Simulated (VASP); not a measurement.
# KBr (Fm-3m) in VASP: notebook

KBr is run at these levels: PBE, revPBE+D3(BJ), PBEsol; tasks: single point, relaxation of cell and atoms.

Everything below comes from runs of VASP 6.6.1. Logs are shortened: lines on timing, memory, paths and dates and some standing lists are left out, and cuts for length are marked.

### Step 1. The cell of the first run

The structure is cubic, space group Fm-3m (No. 225). Conventional cell: a = 6.600 Å, b = 6.600 Å, c = 6.600 Å, α = 90.00°, β = 90.00°, γ = 90.00°. Br (site symmetry m-3m) has 6 K at 3.30 Å within 4.3 Å. K (site symmetry m-3m) has 6 Br at 3.30 Å within 4.3 Å.

### Step 2. Single point, PBE

INCAR

```
ALGO = Normal
EDIFF = 1E-7
ENCUT = 520
GGA = PE
ISIF = 2
ISMEAR = 0
LASPH = True
LCHARG = False
LREAL = False
LWAVE = False
NBANDS = 15
NELM = 80
PREC = Accurate
SIGMA = 0.013000000000000001
```

KPOINTS

```
k-points
0
Gamma
  7 7 7
```

POSCAR

```
KBr
1.0
    0.0000000000      3.3000000000      3.3000000000
    3.3000000000      0.0000000000      3.3000000000
    3.3000000000      3.3000000000      0.0000000000
Br K
1 1
Direct
    0.5000000000      0.5000000000      0.5000000000
    0.0000000000      0.0000000000      0.0000000000
```

Potentials or basis: VASP PAW PBE potentials, release 64 (Br, K_sv).

Started as:

```bash
$ cat potpaw_PBE.64/Br/POTCAR potpaw_PBE.64/K_sv/POTCAR > POTCAR
$ mpirun -np 1 vasp_std > vasp.out
```

OUTCAR:

```text
EDIFF = 1E-7
   ENCUT = 520
   GGA = PE
   ISIF = 2
   ISMEAR = 0
   LASPH = True
   LREAL = False
   NELM = 80
   PREC = Accurate

 ion  position               nearest neighbor table
   1  0.500  0.500  0.500-   2 3.30   2 3.30   2 3.30   2 3.30   2 3.30   2 3.30
   2  0.000  0.000  0.000-   1 3.30   1 3.30   1 3.30   1 3.30   1 3.30   1 3.30

  LATTYP: Found a face centered cubic cell.
 ALAT       =     6.6000000000

  Lattice vectors:

 A1 = (   0.0000000000,   3.3000000000,   3.3000000000)
 A2 = (   3.3000000000,   0.0000000000,   3.3000000000)
 A3 = (   3.3000000000,   3.3000000000,   0.0000000000)

Analysis of symmetry for initial positions (statically):
=====================================================================
 Subroutine PRICEL returns:
 Original cell was already a primitive cell.

 Routine SETGRP: Setting up the symmetry group for a
 face centered cubic supercell.

 Subroutine GETGRP returns: Found 48 space group operations
 (whereof 48 operations were pure point group operations)
 out of a pool of 48 trial point group operations.

The static configuration has the point symmetry O_h .

Analysis of symmetry for dynamics (positions and initial velocities):
=====================================================================
 Subroutine PRICEL returns:
 Original cell was already a primitive cell.

 Routine SETGRP: Setting up the symmetry group for a
 face centered cubic supercell.

 Subroutine GETGRP returns: Found 48 space group operations
 (whereof 48 operations were pure point group operations)
 out of a pool of 48 trial point group operations.

The dynamic configuration has the point symmetry O_h .

 Subroutine INISYM returns: Found 48 space group operations
 (whereof 48 operations are pure point group operations),
 and found     1 'primitive' translations

----------------------------------------------------------------------------------------

                                     Primitive cell

  volume of cell :      71.8740

  direct lattice vectors                    reciprocal lattice vectors
     0.000000000  3.300000000  3.300000000    -0.151515152  0.151515152  0.151515152
     3.300000000  0.000000000  3.300000000     0.151515152 -0.151515152  0.151515152
     3.300000000  3.300000000  0.000000000     0.151515152  0.151515152 -0.151515152

  length of vectors
     4.666904756  4.666904756  4.666904756     0.262431941  0.262431941  0.262431941

  position of ions in fractional coordinates (direct lattice)
     0.500000000  0.500000000  0.500000000
     0.000000000  0.000000000  0.000000000

  ion indices of the primitive-cell ions
   primitive index   ion index
                 1           1
                 2           2

----------------------------------------------------------------------------------------

 KPOINTS: k-points

Automatic generation of k-mesh.
 Grid dimensions read from file:
 generate k-points for:    7    7    7

 Generating k-lattice:

  Cartesian coordinates                     Fractional coordinates (reciprocal lattice)
    -0.021645022  0.021645022  0.021645022     0.142857143  0.000000000  0.000000000
     0.021645022 -0.021645022  0.021645022     0.000000000  0.142857143  0.000000000
     0.021645022  0.021645022 -0.021645022     0.000000000  0.000000000  0.142857143

  Length of vectors
     0.037490277  0.037490277  0.037490277

  Shift w.r.t. Gamma in fractional coordinates (k-lattice)
     0.000000000  0.000000000  0.000000000

 Subroutine IBZKPT returns following result:
 ===========================================

 Found     20 irreducible k-points:

 Following reciprocal coordinates:
            Coordinates               Weight
  0.000000  0.000000  0.000000      1.000000
  0.142857  0.000000  0.000000      8.000000
  0.285714  0.000000  0.000000      8.000000
  0.428571  0.000000  0.000000      8.000000
  0.142857  0.142857  0.000000      6.000000
  0.285714  0.142857  0.000000     24.000000
[... 12 lines left out ...]
 -0.428571  0.428571  0.142857     24.000000
 -0.285714  0.428571  0.142857     24.000000
   k-points           NKPTS =     20   k-points in BZ     NKDIM =     20   number of bands    NBANDS=     15
   number of dos      NEDOS =    301   number of ions     NIONS =      2
   total plane-waves  NPLWV =  46656
   dimension x,y,z NGX =    36 NGY =   36 NGZ =   36
   dimension x,y,z NGXF=    72 NGYF=   72 NGZF=   72
   ions per type =               1   1
   NGX,Y,Z   is equivalent  to a cutoff of  12.82, 12.82, 12.82 a.u.
   NGXF,Y,Z  is equivalent  to a cutoff of  25.65, 25.65, 25.65 a.u.
 SYSTEM =  unknown system
   PREC   = accura    normal or accurate (medium, high low for compatibility)
   ISTART =      0    job   : 0-new  1-cont  2-samecut
   ICHARG =      2    charge: 1-file 2-atom 10-const
   ISPIN  =      1    spin polarized calculation?
   LNONCOLLINEAR =      F non collinear calculations
   LSORBIT =      F    spin-orbit coupling
   LASPH  =      T    aspherical Exc in radial PAW
   ENCUT  =  520.0 eV  38.22 Ry    6.18 a.u.   8.68  8.68  8.68*2*pi/ulx,y,z
   NELM   =     80;   NELMIN=  2; NELMDL= -5     # of ELM steps
   EDIFF  = 0.1E-06   stopping-criterion for ELM
   LREAL  =      F    real-space projection
   EDIFFG = 0.1E-05   stopping-criterion for IOM
   NSW    =      0    number of steps for IOM
   IBRION =     -1    ionic relax: 0-MD 1-quasi-New 2-CG
   NFREE  =      0    steps in history (QN), initial steepest desc. (CG)
   ISIF   =      2    stress and relaxation
   ISYM   =      2    0-nonsym 1-usesym 2-fastsym
   POTIM  = 0.5000    time-step for ionic-motion
   TEBEG  =    0.0;   TEEND  =   0.0 temperature during run
   PSTRESS=    0.0 pullay stress
   NELECT =      16.0000    total number of electrons
   NUPDOWN=      -1.0000    fix difference up-down
   EMIN   =  10.00;   EMAX   =-10.00  energy-range for DOS
   EFERMI =   0.00;   METHOD = LEGACY
   ISMEAR =     0;   SIGMA  =   0.01  broadening in eV -4-tet -1-fermi 0-gaus
   EFERMI_NEDOS =   21; number of points for ismear=-14 and -15
   IALGO  =     38    algorithm
   IMIX   =      4    mixing-type and parameters
     AMIX     =   0.40;   BMIX     =  1.00
     AMIX_MAG =   1.60;   BMIX_MAG =  1.00
  volume/ion in A,a.u.               =      35.94       242.51
  Fermi-wavevector in a.u.,A,eV,Ry     =   0.992181  1.874950 13.393889  0.984423
  Thomas-Fermi vector in A             =   2.123975
   LORBIT       =      0    0 simple, 1 ext, 2 COOP (PROOUT), +10 PAW based schemes
   GGA     = PE    functional components
   LHFCALC =     F    Hartree Fock is set to
   AEXX    =    0.0000 exact exchange contribution
   IVDW    =     0    specifies the selected vdW correction
   LEPSILON=     F    determine dielectric tensor
   LRPA    =     F    only Hartree local field effects (RPA)
 non-spin polarized calculation
 Gauss-broadening in eV      SIGMA  =   0.01
  energy-cutoff  :      520.00
  volume of cell :       71.87
 maximum number of plane-waves:      1948
   NGX = 17   NGY = 17   NGZ = 17

 number of electron      15.9999997 magnetization

 Free energy of the ion-electron system (eV)
  ---------------------------------------------------
  ext. energy  EPLUGINS =         0.00000000
  ---------------------------------------------------
  free energy    TOTEN  =        -6.21508458 eV

  energy without entropy =       -6.21508458  energy(sigma->0) =       -6.21508458

 E-fermi :  -1.6585     XC(G=0):  -7.3706

 val. band max:       -1.7406308586   @ k =   0.0000   0.0000   0.0000
 cond. band min:       2.6932906661   @ k =   0.0000   0.0000   0.0000
 fundamental gap:      4.4339215247
 Fermi energy:        -1.6585455633

 k-point     1 :       0.0000    0.0000    0.0000
  band No.  band energies     occupation
      1     -29.5217      2.00000
      2     -14.0328      2.00000
      3     -12.9990      2.00000
      4     -12.9990      2.00000
      5     -12.9990      2.00000
      6      -1.7406      2.00000
      7      -1.7406      2.00000
      8      -1.7406      2.00000
      9       2.6933      0.00000
     10       5.8635      0.00000
     11       5.8635      0.00000
     12       5.8635      0.00000
     13       6.6868      0.00000
     14       6.6868      0.00000
     15       9.8617      0.00000

 k-point     2 :       0.1429    0.0000    0.0000
  band No.  band energies     occupation
      1     -29.5206      2.00000
      2     -14.0720      2.00000
      3     -13.0001      2.00000
      4     -13.0001      2.00000
      5     -12.9467      2.00000
      6      -2.0227      2.00000
      7      -1.8076      2.00000
      8      -1.8076      2.00000
      9       3.1931      0.00000
     10       5.7435      0.00000
     11       6.1040      0.00000
     12       6.1040      0.00000
     13       6.9518      0.00000
     14       6.9518      0.00000
     15      10.5615      0.00000

 k-point     3 :       0.2857    0.0000    0.0000
  band No.  band energies     occupation
      1     -29.5183      2.00000
      2     -14.1492      2.00000
      3     -13.0024      2.00000
      4     -13.0024      2.00000
      5     -12.8395      2.00000
      6      -2.5347      2.00000
      7      -1.9504      2.00000
      8      -1.9504      2.00000
      9       4.1872      0.00000
     10       5.8190      0.00000
     11       6.7643      0.00000
     12       6.7643      0.00000
     13       7.6644      0.00000
     14       7.6644      0.00000
     15      10.1477      0.00000

 k-point     4 :       0.4286    0.0000    0.0000
  band No.  band energies     occupation
      1     -29.5164      2.00000
      2     -14.2032      2.00000
      3     -13.0043      2.00000
      4     -13.0043      2.00000
      5     -12.7608      2.00000
      6      -2.8734      2.00000
      7      -2.0581      2.00000
      8      -2.0581      2.00000
      9       4.7808      0.00000
     10       6.3697      0.00000
     11       7.6932      0.00000
     12       7.6932      0.00000
     13       8.3586      0.00000
     14       8.3586      0.00000
     15       9.2811      0.00000
[... 235 lines left out ...]
 k-point    18 :      -0.4286    0.2857    0.1429
  band No.  band energies     occupation
      1     -29.5153      2.00000
      2     -14.1091      2.00000
      3     -13.0394      2.00000
      4     -13.0220      2.00000
      5     -12.8527      2.00000
      6      -2.6438      2.00000
      7      -2.2048      2.00000
      8      -2.1019      2.00000
      9       5.2783      0.00000
     10       5.8291      0.00000
     11       6.9599      0.00000
     12       7.7307      0.00000
     13       8.2588      0.00000
     14       8.6074      0.00000
     15       9.3208      0.00000

 k-point    19 :      -0.4286    0.4286    0.1429
  band No.  band energies     occupation
      1     -29.5147      2.00000
      2     -14.0198      2.00000
      3     -13.0600      2.00000
      4     -13.0431      2.00000
      5     -12.9401      2.00000
      6      -2.5187      2.00000
      7      -2.1494      2.00000
      8      -2.1381      2.00000
      9       4.7199      0.00000
     10       5.8526      0.00000
     11       6.8717      0.00000
     12       7.8358      0.00000
     13       8.0428      0.00000
     14       8.8695      0.00000
     15       9.3651      0.00000

 k-point    20 :      -0.2857    0.4286    0.1429
  band No.  band energies     occupation
      1     -29.5145      2.00000
      2     -14.0469      2.00000
      3     -13.0657      2.00000
      4     -13.0420      2.00000
      5     -12.8976      2.00000
      6      -2.4147      2.00000
      7      -2.3662      2.00000
      8      -2.1588      2.00000
      9       5.3125      0.00000
     10       6.0447      0.00000
     11       6.5910      0.00000
     12       7.3080      0.00000
     13       8.7308      0.00000
     14       8.7450      0.00000
     15       9.5373      0.00000

------------------------ aborting loop because EDIFF is reached ----------------------------------------

  FORCE on cell =-STRESS in cart. coord.  units (eV):
  Direction    XX          YY          ZZ          XY          YZ          ZX
  --------------------------------------------------------------------------------------
  -------------------------------------------------------------------------------------
  Total        0.3385899      0.3385899      0.3385899      0.0000000      0.0000000     -0.0000000
  in kB        7.5476683      7.5476683      7.5476683      0.0000000      0.0000000     -0.0000000
  external PRESSURE =       7.5476683 kB  Pullay stress =       0.0000000 kB

 VOLUME and BASIS-vectors are now :
 -----------------------------------------------------------------------------
  energy-cutoff  :      520.00
  volume of cell :       71.87
      direct lattice vectors                 reciprocal lattice vectors
     0.000000000  3.300000000  3.300000000    -0.151515152  0.151515152  0.151515152
     3.300000000  0.000000000  3.300000000     0.151515152 -0.151515152  0.151515152
     3.300000000  3.300000000  0.000000000     0.151515152  0.151515152 -0.151515152

 POSITION                                       TOTAL-FORCE (eV/Angst)
 -----------------------------------------------------------------------------------
      3.30000      3.30000      3.30000         0.000000      0.000000      0.000000
      0.00000      0.00000      0.00000        -0.000000     -0.000000     -0.000000
 -----------------------------------------------------------------------------------
    total drift:                                0.000000      0.000000      0.000000

  FREE ENERGIE OF THE ION-ELECTRON SYSTEM (eV)
  ---------------------------------------------------
  free  energy   TOTEN  =        -6.2150845767 eV

  energy  without entropy=       -6.2150845767  energy(sigma->0) =       -6.21508458
```

Wall time 40 s (1 thread of Intel Xeon 8259CL, shared host); peak memory 0.21 GiB.

Results:

```yaml
Free_energy: -6.2151 eV
Pressure: 0.8 GPa
Band_gap_on_the_k_mesh: 4.43 eV
```

Caveat: an odd mesh through Γ misses points on the zone boundary, where band edges can lie.

### Step 3. Single point, revPBE+D3(BJ)

This run uses another cell than the first one, of 36.03 Å³/atom.

INCAR

```
PREC = Accurate
ENCUT = 520
EDIFF = 1E-6
ISMEAR = -1
SIGMA = 0.05
LREAL = False
LASPH = True
NELM = 80
ALGO = Normal
ISIF = 2
LWAVE = False
LCHARG = False
GGA = RE
IVDW = 12
NBANDS = 15
```

KPOINTS

```
regular mesh
0
Gamma
  7 7 7
```

POSCAR

```
KBr
1.0
    0.0000000000      3.3029710726      3.3029710726
    3.3029710726      0.0000000000      3.3029710726
    3.3029710726      3.3029710726      0.0000000000
Br K
1 1
Direct
    0.5000000000      0.5000000000      0.5000000000
    0.0000000000      0.0000000000      0.0000000000
```

Potentials or basis: VASP PAW PBE potentials, release 64 (Br, K_sv).

Started as:

```bash
$ cat potpaw_PBE.64/Br/POTCAR potpaw_PBE.64/K_sv/POTCAR > POTCAR
$ mpirun -np 1 vasp_std > vasp.out
```

Run time: 44 s. Hardware: 1 thread of Intel Xeon 8259CL, shared host; peak memory 0.22 GiB.

The run converged. Its results:

```yaml
Free_energy: -6.6219 eV
Pressure: 0.1 GPa
Band_gap_on_the_k_mesh: 4.72 eV
Dispersion_energy_per_atom: -0.377 eV
```

Levels at points of the mesh, in eV from the valence-band top:
| k point | band 4 | band 5 | band 6 | band 7 | band 8 | band 9 | band 10 | band 11 | band 12 | band 13 |
| --- | --- | --- | --- | --- | --- | --- | --- | --- | --- | --- |
| (0.00, 0.00, 0.00) | -11.32 | -11.32 | 0.00 | 0.00 | 0.00 | 4.72 | 7.77 | 7.77 | 7.77 | 8.53 |

Caveat: the PAW data sets were made with another functional, which shifts forces and pressure a little; an odd mesh through Γ misses points on the zone boundary, where band edges can lie.

(Continued in part 2 of 2.)
